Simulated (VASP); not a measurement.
Crystal: CaO.

```
CELL_PARAMETERS angstrom
0.00000 2.39755 2.39755
2.39755 0.00000 2.39755
2.39755 2.39755 0.00000
ATOMIC_POSITIONS crystal
Ca 0.00000 0.00000 0.00000
O 0.50000 0.50000 0.50000
```

Base run:

```yaml
Program: VASP 6.6.1
Functional: HSE06
Potentials_or_basis: VASP PAW PBE potentials, release 64 (Ca_sv, O)
Cutoff: 520 eV
k_mesh: 6 × 6 × 6
Occupations: gaussian, width 0.01 eV
Spin: no spin polarisation
```

Its results: band gap on the k mesh 5.29 eV (least direct gap 5.72 eV); pressure 1.0 GPa.

**Question.** The run is repeated on the same cell with these changes: functional from HSE06 to PBE0; further incar settings from ALGO = Normal; EDIFF = 1e-06; NBANDS = 15 to ALGO = Normal; EDIFF = 1e-07; NBANDS = 15. What comes out?

**Answer.** Band gap on the k mesh 6.05 eV (least direct gap 6.48 eV); pressure 0.8 GPa.

Caveats: the PAW data sets were made with another functional, which shifts forces and pressure a little.

A k mesh can miss the band edges.
